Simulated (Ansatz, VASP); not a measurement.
## Two plane-wave programs on RbCl

```
Rb Cl
1.0
     0.00000    3.30573    3.30573
     3.30573    0.00000    3.30573
     3.30573    3.30573    0.00000
Rb Cl
1 1
Direct
  0.00000 0.00000 0.00000
  0.50000 0.50000 0.50000
```

Alike in both runs: task single point; functional PBEsol; k mesh 4 × 4 × 4; occupations tetrahedron; no spin polarisation.

|  | VASP | Ansatz |
| --- | --- | --- |
| version | VASP 6.6.1 | Ansatz 0.2.0 |
| potentials or method | VASP PAW PBE potentials, release 64 (Rb_sv, Cl) | plane waves |
| plane-wave cutoff (eV) | 500 | 420 |
| valence electrons in the cell | 16 | 16 |

|  | VASP | Ansatz | Ansatz less VASP |
| --- | --- | --- | --- |
| gap on the k mesh at the Fermi level (eV) | 4.80 | 4.81 | +0.003 |
| pressure (GPa) | -0.5 | -0.5 | -0.01 |

VASP's potentials were made for PBE, not for PBEsol. Ansatz's warnings: band table not solved further, tetrahedron derivatives may miss energy slope.
